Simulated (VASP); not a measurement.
Wanted: the native input for a VASP 6.6.1 run.

- Task: single point
- Functional: LDA
- Potentials or basis: VASP PAW LDA potentials, release 64 (La)
- Cutoff: 520 eV
- k mesh: 12 × 12 × 12
- Occupations: fermi-dirac, width 0.08 eV
- Spin: no spin polarisation
- Dipole correction: no
- Further INCAR settings: ALGO = Normal; EDIFF = 1e-06; NBANDS = 12

The structure of La lies in POSCAR:

```
La
1.0
    3.0684985700      0.0000000000      0.0000000000
    0.0000000000      3.0684985700      0.0000000000
    0.0000000000      0.0000000000      3.0684985700
La
1
Direct
    0.0000000000      0.0000000000      0.0000000000
```

This isn't the form of La at room conditions, which is double hcp.

The input as run:

INCAR

```
ALGO = Normal ; EDIFF = 1E-6
ENCUT = 520 ; ISIF = 2
ISMEAR = -1 ; LASPH = T
LCHARG = F ; LREAL = F
LWAVE = F ; NBANDS = 12
NELM = 100 ; PREC = Accurate
SIGMA = 0.08
```

KPOINTS

```
k-points
0
Gamma
  12 12 12
```

Potentials or basis: VASP PAW LDA potentials, release 64 (La).

Run with:

```sh
$ cat potpaw_LDA.64/La/POTCAR > POTCAR
$ mpirun -np 1 vasp_std > vasp.out
```

It gave:

| Quantity | Value |
| --- | --- |
| Pressure | 3.3 GPa |
| Band gap on the k mesh | zero (an odd number of electrons rules out a gap without spin polarisation) |

Caveat: the cell stands under pressure; spin-orbit coupling is left out, which moves the levels of the heavy elements.

Wall time 9 s on 1 thread of Intel(R) Xeon(R) 6975P-C (Granite Rapids), with other jobs on the host, peak memory 0.15 GiB.
